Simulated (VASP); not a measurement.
# TlAgTe2 (I-4m2) in VASP: notebook

Runs on TlAgTe2. Level: LDA. Tasks: single point.

All numbers are computed with VASP 6.6.1; they aren't measurements. Logs are shortened: lines on timing, memory, paths and dates and some standing lists are left out, and cuts for length are marked.

### Step 1. The cell of the first run

Symmetry: I-4m2, No. 119, tetragonal system. The conventional cell has a = 3.933 Å, b = 3.933 Å, c = 15.271 Å, α = 90.00°, β = 90.00°, γ = 90.00°. Within 4.5 Å of Tl (site symmetry -4m2) lie 8 Te at 3.43 Å and 4 Tl at 3.93 Å and 4 Ag at 4.29 Å. Within 3.5 Å of Ag (site symmetry -4m2) lie 4 Te at 2.68 Å. Within 3.5 Å of Te (site symmetry 2mm) lie 2 Ag at 2.68 Å and 4 Tl at 3.43 Å.

### Step 2. Single point, LDA (29.53 Å³/atom)

INCAR reads:

```
  PREC = Accurate
  ENCUT = 520
  EDIFF = 1E-7
  ISMEAR = -1
  SIGMA = 0.05
  LREAL = F
  LASPH = T
  NELM = 60
  ALGO = Normal
  ISIF = 2
  LWAVE = F
  LCHARG = F
  NBANDS = 26
```

KPOINTS reads:

```
Automatic mesh
0
Gamma
  13 13 13
```

POSCAR reads:

```
TlAgTe2
1.0
   -1.9665116757      1.9665116757      7.6352825778
    1.9665116757     -1.9665116757      7.6352825778
    1.9665116757      1.9665116757     -7.6352825778
Tl Ag Te
1 1 2
Direct
    0.0000000000      0.0000000000      0.0000000000
    0.7500000000      0.2500000000      0.5000000000
    0.3690000000      0.3690000000      0.0000000000
    0.6310000000      0.6310000000      0.0000000000
```

Potentials or basis: VASP PAW LDA potentials, release 64 (Tl_d, Ag, Te).

Started as:

```bash
$ cat potpaw_LDA.64/Tl_d/POTCAR potpaw_LDA.64/Ag/POTCAR potpaw_LDA.64/Te/POTCAR > POTCAR
$ mpirun -np 1 vasp_std > vasp.out
```

OUTCAR:

```text
PREC = Accurate
   ENCUT = 520
   EDIFF = 1E-7
   ISMEAR = -1
   LREAL = F
   LASPH = T
   NELM = 60
   ISIF = 2

 ion  position               nearest neighbor table
   1  0.000  0.000  0.000-   4 3.43   4 3.43   4 3.43   3 3.43   4 3.43   3 3.43   3 3.43   3 3.43

   2  0.750  0.250  0.500-   3 2.68   4 2.68   3 2.68   4 2.68
   3  0.369  0.369  0.000-   2 2.68   2 2.68   1 3.43   1 3.43   1 3.43   1 3.43
   4  0.631  0.631  0.000-   2 2.68   2 2.68   1 3.43   1 3.43   1 3.43   1 3.43

  LATTYP: Found a body centered tetragonal cell.
 ALAT       =     3.9330233514
 C/A-ratio  =     3.8826530613

  Lattice vectors:

 A1 = (  -1.9665116757,   1.9665116757,   7.6352825778)
 A2 = (   1.9665116757,  -1.9665116757,   7.6352825778)
 A3 = (   1.9665116757,   1.9665116757,  -7.6352825778)

Analysis of symmetry for initial positions (statically):
=====================================================================
 Subroutine PRICEL returns:
 Original cell was already a primitive cell.

 Routine SETGRP: Setting up the symmetry group for a
 body centered tetragonal supercell.

 Subroutine GETGRP returns: Found  8 space group operations
 (whereof  8 operations were pure point group operations)
 out of a pool of 16 trial point group operations.

The static configuration has the point symmetry D_2d.

Analysis of symmetry for dynamics (positions and initial velocities):
=====================================================================
 Subroutine PRICEL returns:
 Original cell was already a primitive cell.

 Routine SETGRP: Setting up the symmetry group for a
 body centered tetragonal supercell.

 Subroutine GETGRP returns: Found  8 space group operations
 (whereof  8 operations were pure point group operations)
 out of a pool of 16 trial point group operations.

The dynamic configuration has the point symmetry D_2d.

 Subroutine INISYM returns: Found  8 space group operations
 (whereof  8 operations are pure point group operations),
 and found     1 'primitive' translations

----------------------------------------------------------------------------------------

                                     Primitive cell

  volume of cell :     118.1077

  direct lattice vectors                    reciprocal lattice vectors
    -1.966511676  1.966511676  7.635282578     0.000000000  0.254257326  0.065485461
     1.966511676 -1.966511676  7.635282578     0.254257326  0.000000000  0.065485461
     1.966511676  1.966511676 -7.635282578     0.254257326  0.254257326  0.000000000

  length of vectors
     8.126000024  8.126000024  8.126000024     0.262555010  0.262555010  0.359574159

  position of ions in fractional coordinates (direct lattice)
     0.000000000  0.000000000  0.000000000
     0.750000000  0.250000000  0.500000000
     0.369000000  0.369000000  0.000000000
     0.631000000  0.631000000  0.000000000

  ion indices of the primitive-cell ions
   primitive index   ion index
                 1           1
                 2           2
                 3           3
                 4           4

----------------------------------------------------------------------------------------

 KPOINTS: Automatic mesh

Automatic generation of k-mesh.
 Grid dimensions read from file:
 generate k-points for:   13   13   13

 Generating k-lattice:

  Cartesian coordinates                     Fractional coordinates (reciprocal lattice)
     0.000000000  0.019558256  0.005037343     0.076923077 -0.000000000  0.000000000
     0.019558256  0.000000000  0.005037343    -0.000000000  0.076923077  0.000000000
     0.019558256  0.019558256  0.000000000     0.000000000  0.000000000  0.076923077

  Length of vectors
     0.020196539  0.020196539  0.027659551

  Shift w.r.t. Gamma in fractional coordinates (k-lattice)
     0.000000000  0.000000000  0.000000000

 Subroutine IBZKPT returns following result:
 ===========================================

 Found    196 irreducible k-points:

 Following reciprocal coordinates:
            Coordinates               Weight
  0.000000  0.000000  0.000000      1.000000
  0.076923  0.000000 -0.000000      8.000000
  0.153846 -0.000000  0.000000      8.000000
  0.230769 -0.000000  0.000000      8.000000
  0.307692 -0.000000  0.000000      8.000000
  0.384615 -0.000000  0.000000      8.000000
[... 16 lines left out ...]
  0.384615  0.153846 -0.000000     16.000000
  0.461538  0.153846  0.000000     16.000000
 [... further k-points ...]
   k-points           NKPTS =    196   k-points in BZ     NKDIM =    196   number of bands    NBANDS=     26
   number of dos      NEDOS =    301   number of ions     NIONS =      4
   total plane-waves  NPLWV = 216000
   dimension x,y,z NGX =    60 NGY =   60 NGZ =   60
   dimension x,y,z NGXF=   120 NGYF=  120 NGZF=  120
   ions per type =               1   1   2
   NGX,Y,Z   is equivalent  to a cutoff of  12.28, 12.28, 12.28 a.u.
   NGXF,Y,Z  is equivalent  to a cutoff of  24.55, 24.55, 24.55 a.u.
 SYSTEM =  unknown system
   PREC   = accura    normal or accurate (medium, high low for compatibility)
   ISTART =      0    job   : 0-new  1-cont  2-samecut
   ICHARG =      2    charge: 1-file 2-atom 10-const
   ISPIN  =      1    spin polarized calculation?
   LNONCOLLINEAR =      F non collinear calculations
   LSORBIT =      F    spin-orbit coupling
   LASPH  =      T    aspherical Exc in radial PAW
   ENCUT  =  520.0 eV  38.22 Ry    6.18 a.u.  15.11 15.11 15.11*2*pi/ulx,y,z
   NELM   =     60;   NELMIN=  2; NELMDL= -5     # of ELM steps
   EDIFF  = 0.1E-06   stopping-criterion for ELM
   LREAL  =      F    real-space projection
   EDIFFG = 0.1E-05   stopping-criterion for IOM
   NSW    =      0    number of steps for IOM
   IBRION =     -1    ionic relax: 0-MD 1-quasi-New 2-CG
   NFREE  =      0    steps in history (QN), initial steepest desc. (CG)
   ISIF   =      2    stress and relaxation
   ISYM   =      2    0-nonsym 1-usesym 2-fastsym
   POTIM  = 0.5000    time-step for ionic-motion
   TEBEG  =    0.0;   TEEND  =   0.0 temperature during run
   PSTRESS=    0.0 pullay stress
   NELECT =      36.0000    total number of electrons
   NUPDOWN=      -1.0000    fix difference up-down
   EMIN   =  10.00;   EMAX   =-10.00  energy-range for DOS
   EFERMI =   0.00;   METHOD = LEGACY
   ISMEAR =    -1;   SIGMA  =   0.05  broadening in eV -4-tet -1-fermi 0-gaus
   EFERMI_NEDOS =   21; number of points for ismear=-14 and -15
   IALGO  =     38    algorithm
   IMIX   =      4    mixing-type and parameters
     AMIX     =   0.40;   BMIX     =  1.00
     AMIX_MAG =   1.60;   BMIX_MAG =  1.00
  volume/ion in A,a.u.               =      29.53       199.26
  Fermi-wavevector in a.u.,A,eV,Ry     =   1.101750  2.082005 16.515465  1.213852
  Thomas-Fermi vector in A             =   2.238182
   LORBIT       =      0    0 simple, 1 ext, 2 COOP (PROOUT), +10 PAW based schemes
   GGA     = CA    functional components
   LHFCALC =     F    Hartree Fock is set to
   AEXX    =    0.0000 exact exchange contribution
   IVDW    =     0    specifies the selected vdW correction
   LEPSILON=     F    determine dielectric tensor
   LRPA    =     F    only Hartree local field effects (RPA)
 non-spin polarized calculation
  energy-cutoff  :      520.00
  volume of cell :      118.11
 maximum number of plane-waves:      3213
   NGX = 31   NGY = 31   NGZ = 31

 number of electron      35.9999999 magnetization

 Free energy of the ion-electron system (eV)
  ---------------------------------------------------
  ext. energy  EPLUGINS =         0.00000000
  ---------------------------------------------------
  free energy    TOTEN  =       -14.07517518 eV

  energy without entropy =      -14.04862059  energy(sigma->0) =      -14.06189789

 E-fermi :   5.2913     XC(G=0):  -9.9094

 val. band max:        5.2910764628   @ k =  -0.3077  -0.3077   0.3077
 cond. band min:       5.2923325119   @ k =  -0.3846  -0.3846   0.3077
 fundamental gap:      0.0012560492
 Fermi energy:         5.2913112259

 k-point     1 :       0.0000    0.0000    0.0000
  band No.  band energies     occupation
      1      -6.4653      2.00000
      2      -5.6553      2.00000
      3      -5.6410      2.00000
      4      -5.5536      2.00000
      5      -5.4935      2.00000
      6      -5.4935      2.00000
[... 18 lines left out ...]
     25      11.3762      0.00000
     26      11.6282      0.00000

 k-point     2 :       0.0769    0.0000   -0.0000
  band No.  band energies     occupation
      1      -6.4267      2.00000
      2      -5.7067      2.00000
      3      -5.6382      2.00000
      4      -5.5493      2.00000
      5      -5.4926      2.00000
      6      -5.4628      2.00000
[... 18 lines left out ...]
     25      11.6582      0.00000
     26      11.9169      0.00000

 k-point     3 :       0.1538   -0.0000    0.0000
  band No.  band energies     occupation
      1      -6.3155      2.00000
      2      -5.7866      2.00000
      3      -5.6220      2.00000
      4      -5.5356      2.00000
      5      -5.4901      2.00000
      6      -5.4742      2.00000
[... 18 lines left out ...]
     25      11.7595      0.00000
     26      12.2659      0.00000

 k-point     4 :       0.2308   -0.0000    0.0000
  band No.  band energies     occupation
      1      -6.1490      2.00000
      2      -5.8505      2.00000
      3      -5.6046      2.00000
      4      -5.5106      2.00000
      5      -5.4902      2.00000
      6      -5.4866      2.00000
[... 18 lines left out ...]
     25      12.1690      0.00000
     26      12.7926      0.00000
[... 496 lines left out ...]
      1      -5.9351      2.00000
      2      -5.8168      2.00000
      3      -5.5526      2.00000
      4      -5.5103      2.00000
      5      -5.4779      2.00000
      6      -5.4178      2.00000
[... 18 lines left out ...]
     25      12.3004      0.00000
     26      13.1105      0.00000

 k-point    23 :       0.3846    0.1538   -0.0000
  band No.  band energies     occupation
      1      -5.9111      2.00000
      2      -5.7734      2.00000
      3      -5.5454      2.00000
      4      -5.5043      2.00000
      5      -5.4486      2.00000
      6      -5.3360      2.00000
[... 18 lines left out ...]
     25      12.3339      0.00000
     26      13.1146      0.00000

 k-point    24 :       0.4615    0.1538    0.0000
  band No.  band energies     occupation
      1      -5.9084      2.00000
      2      -5.7532      2.00000
      3      -5.5424      2.00000
      4      -5.5003      2.00000
      5      -5.4309      2.00000
      6      -5.2721      2.00000
[... 18 lines left out ...]
     25      12.3000      0.00000
     26      13.0820      0.00000

 [... further k-points ...]

------------------------ aborting loop because EDIFF is reached ----------------------------------------

  FORCE on cell =-STRESS in cart. coord.  units (eV):
  Direction    XX          YY          ZZ          XY          YZ          ZX
  --------------------------------------------------------------------------------------
  -------------------------------------------------------------------------------------
  Total       -1.9543881     -1.9543881     -0.1039704      0.0000000      0.0000000     -0.0000000
  in kB      -26.5120447    -26.5120447     -1.4103997      0.0000000      0.0000000     -0.0000000
  external PRESSURE =     -18.1448297 kB  Pullay stress =       0.0000000 kB

 VOLUME and BASIS-vectors are now :
 -----------------------------------------------------------------------------
  energy-cutoff  :      520.00
  volume of cell :      118.11
      direct lattice vectors                 reciprocal lattice vectors
    -1.966511676  1.966511676  7.635282578     0.000000000  0.254257326  0.065485461
     1.966511676 -1.966511676  7.635282578     0.254257326  0.000000000  0.065485461
     1.966511676  1.966511676 -7.635282578     0.254257326  0.254257326  0.000000000

 POSITION                                       TOTAL-FORCE (eV/Angst)
 -----------------------------------------------------------------------------------
      0.00000      0.00000      0.00000         0.000000      0.000000     -0.000000
     -0.00000      1.96651      3.81764         0.000000      0.000000     -0.000000
      0.00000      0.00000      5.63484        -0.000000     -0.000000      0.101332
      0.00000      0.00000      9.63573        -0.000000     -0.000000     -0.101332
 -----------------------------------------------------------------------------------
    total drift:                                0.000000     -0.000000      0.000000

  FREE ENERGIE OF THE ION-ELECTRON SYSTEM (eV)
  ---------------------------------------------------
  free  energy   TOTEN  =       -14.0751751806 eV

  energy  without entropy=      -14.0486205903  energy(sigma->0) =      -14.06189789
```

It took 29 min on 1 thread of Intel Xeon 8259CL, shared host; peak memory 0.85 GiB.

Results:

- Free energy: -14.0752 eV
- Pressure: -1.8 GPa
- Largest force: 0.101 eV/Å
- Band gap on the k mesh: zero (bands 18 and 19 overlap by 1.65 eV)

Forces in eV/Å, atoms in the order of the input:
```
Tl   0.000  0.000  0.000
Ag   0.000  0.000  0.000
Te   0.000  0.000  0.101
Te   0.000  0.000 -0.101
```

Caveat: spin-orbit coupling is left out, which moves the levels of the heavy elements.

### Step 3. Single point, LDA (28.65 Å³/atom)

This run uses another cell than the first one, of 28.65 Å³/atom.

INCAR reads:

```
  ALGO = Normal
  EDIFF = 1E-6
  ENCUT = 520
  GGA = CA
  ISIF = 2
  ISMEAR = -1
  LASPH = True
  LCHARG = False
  LREAL = False
  LWAVE = False
  NBANDS = 26
  NELM = 100
  PREC = Accurate
  SIGMA = 0.05
```

KPOINTS reads:

```
k-points
0
Gamma
  13 13 13
```

POSCAR reads:

```
TlAgTe2
1.0
   -1.9468452412      1.9468452412      7.5589246356
    1.9468452412     -1.9468452412      7.5589246356
    1.9468452412      1.9468452412     -7.5589246356
Tl Ag Te
1 1 2
Direct
    0.0000000000      0.0000000000      0.0000000000
    0.7500000000      0.2500000000      0.5000000000
    0.3690000000      0.3690000000      0.0000000000
    0.6310000000      0.6310000000      0.0000000000
```

Potentials or basis: VASP PAW LDA potentials, release 64 (Tl_d, Ag, Te).

Started as:

```bash
$ cat potpaw_LDA.64/Tl_d/POTCAR potpaw_LDA.64/Ag/POTCAR potpaw_LDA.64/Te/POTCAR > POTCAR
$ mpirun -np 1 vasp_std > vasp.out
```

OUTCAR:

```text
EDIFF = 1E-6
   ENCUT = 520
   GGA = CA
   ISIF = 2
   ISMEAR = -1
   LASPH = True
   LREAL = False
   NELM = 100
   PREC = Accurate

 ion  position               nearest neighbor table
   1  0.000  0.000  0.000-   4 3.39   4 3.39   3 3.39   4 3.39   3 3.39   3 3.39   4 3.39   3 3.39

   2  0.750  0.250  0.500-   3 2.65   4 2.65   3 2.65   4 2.65
   3  0.369  0.369  0.000-   2 2.65   2 2.65   1 3.39   1 3.39   1 3.39   1 3.39
   4  0.631  0.631  0.000-   2 2.65   2 2.65   1 3.39   1 3.39   1 3.39   1 3.39

  LATTYP: Found a body centered tetragonal cell.
 ALAT       =     3.8936904824
 C/A-ratio  =     3.8826530613

  Lattice vectors:

 A1 = (  -1.9468452412,   1.9468452412,   7.5589246356)
 A2 = (   1.9468452412,  -1.9468452412,   7.5589246356)
 A3 = (   1.9468452412,   1.9468452412,  -7.5589246356)

Analysis of symmetry for initial positions (statically):
=====================================================================
 Subroutine PRICEL returns:
 Original cell was already a primitive cell.

 Routine SETGRP: Setting up the symmetry group for a
 body centered tetragonal supercell.

[... 168 lines left out ...]

 E-fermi :   5.6564     XC(G=0): -10.0485

 val. band max:        5.6545252964   @ k =  -0.0769   0.1538   0.0769
 cond. band min:       5.6564357218   @ k =  -0.3077  -0.4615   0.1538
 fundamental gap:      0.0019104254
 Fermi energy:         5.6564218823

 k-point     1 :       0.0000    0.0000    0.0000
  band No.  band energies     occupation
      1      -6.2866      2.00000
      2      -5.4121      2.00000
      3      -5.3336      2.00000
      4      -5.2366      2.00000
      5      -5.1693      2.00000
      6      -5.1693      2.00000
[... 685 lines left out ...]
     25      12.7308      0.00000
     26      13.4991      0.00000

 [... further k-points ...]

------------------------ aborting loop because EDIFF is reached ----------------------------------------

  FORCE on cell =-STRESS in cart. coord.  units (eV):
  Direction    XX          YY          ZZ          XY          YZ          ZX
  --------------------------------------------------------------------------------------
  -------------------------------------------------------------------------------------
  Total       -1.0233493     -1.0233493      1.1543063      0.0000000      0.0000000      0.0000000
  in kB      -14.3071002    -14.3071002     16.1379658      0.0000000      0.0000000      0.0000000
  external PRESSURE =      -4.1587448 kB  Pullay stress =       0.0000000 kB

 VOLUME and BASIS-vectors are now :
 -----------------------------------------------------------------------------
  energy-cutoff  :      520.00
  volume of cell :      114.60
      direct lattice vectors                 reciprocal lattice vectors
    -1.946845241  1.946845241  7.558924636     0.000000000  0.256825756  0.066146975
     1.946845241 -1.946845241  7.558924636     0.256825756  0.000000000  0.066146975
     1.946845241  1.946845241 -7.558924636     0.256825756  0.256825756  0.000000000

 POSITION                                       TOTAL-FORCE (eV/Angst)
 -----------------------------------------------------------------------------------
      0.00000      0.00000      0.00000         0.000000      0.000000     -0.000000
      0.00000      1.94685      3.77946         0.000000      0.000000     -0.000000
      0.00000      0.00000      5.57849         0.000000      0.000000      0.250317
      0.00000      0.00000      9.53936        -0.000000     -0.000000     -0.250317
 -----------------------------------------------------------------------------------
    total drift:                                0.000000     -0.000000      0.000000

  FREE ENERGIE OF THE ION-ELECTRON SYSTEM (eV)
  ---------------------------------------------------
  free  energy   TOTEN  =       -14.0993438838 eV

  energy  without entropy=      -14.0739875235  energy(sigma->0) =      -14.08666570
```

Wall time 13 min (1 thread of Intel Xeon 6975P-C (Granite Rapids), shared host); peak memory 0.83 GiB.

Results:

```
Free energy            : -14.0993 eV
Pressure               : -0.4 GPa
Largest force          : 0.250 eV/Å
Band gap on the k mesh : zero (bands 18 and 19 overlap by 1.75 eV)
```

Forces in eV/Å, atoms in the order of the input:
```
Tl   0.000  0.000  0.000
Ag   0.000  0.000  0.000
Te   0.000  0.000  0.250
Te   0.000  0.000 -0.250
```

Stress tensor (GPa, compression positive):
```
-1.43  0.00  0.00
 0.00 -1.43  0.00
 0.00  0.00  1.61
```

Levels at points of the mesh, in eV from the Fermi level:
| k point | band 14 | band 15 | band 16 | band 17 | band 18 | band 19 | band 20 | band 21 | band 22 | band 23 |
| --- | --- | --- | --- | --- | --- | --- | --- | --- | --- | --- |
| (0.00, 0.00, 0.00) | -1.78 | -0.45 | -0.33 | -0.33 | 0.14 | 0.14 | 3.12 | 4.79 | 5.29 | 6.03 |

Caveat: spin-orbit coupling is left out, which moves the levels of the heavy elements.
